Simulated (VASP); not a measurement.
Set up this calculation in VASP 6.6.1, as the native input.

- Task: single point
- Functional: PBE
- Potentials or basis: VASP PAW PBE potentials, release 64 (Si)
- Cutoff: 520 eV
- k mesh: 6 × 6 × 6
- Occupations: gaussian, width 0.1 eV
- Spin: no spin polarisation
- Dipole correction: no
- Further INCAR settings: ALGO = Normal; EDIFF = 1e-06; NBANDS = 13

The structure of Si lies in POSCAR:

```
Si
1.0
    5.0966692865      0.0000000000      0.0000000000
   -2.5483346433      4.4138450768      0.0000000000
    0.0000000000      0.0000000000      3.1244798670
Si
3
Direct
    0.0000000000      0.0000000000      0.0000000000
    0.3333333333      0.6666666667      0.5000000000
    0.6666666667      0.3333333333      0.5000000000
```

This isn't the form of Si at room conditions, which is diamond.

These files were run (other wordings do the same):

INCAR

```
SYSTEM = Si
ALGO     = Normal         ! electronic algorithm
EDIFF    = 1E-6           ! SCF threshold, eV
ENCUT    = 520            ! plane-wave cutoff, eV
GGA      = PE             ! functional
ISIF     = 2              ! what is computed and relaxed
ISMEAR   = 0              ! smearing method
LASPH    = .True.         ! aspherical terms in the spheres
LCHARG   = .True.         ! write CHGCAR
LELF     = .True.         ! ELF
LREAL    = .False.        ! projectors in reciprocal space
LVHAR    = .True.       
LWAVE    = .False.        ! write WAVECAR
NBANDS   = 13             ! bands
NELM     = 100            ! most SCF steps
PREC     = Accurate       ! precision mode
SIGMA    = 0.1            ! smearing width, eV
```

KPOINTS

```
k-points
0
Gamma
  6 6 6
  0 0 0
```

Potentials or basis: VASP PAW PBE potentials, release 64 (Si).

Command:

```bash
$ cat potpaw_PBE.64/Si/POTCAR > POTCAR
$ mpirun -np 1 vasp_std > vasp.out
```

It gave:

| Quantity | Value |
| --- | --- |
| Pressure | -15.0 GPa |
| Band gap on the k mesh | zero (bands 6 and 7 overlap by 3.53 eV) |

Caveat: the cell stands under tension.

It took 31 s on 1 thread of Intel Xeon 8259CL (shared host), peak memory 0.18 GiB.
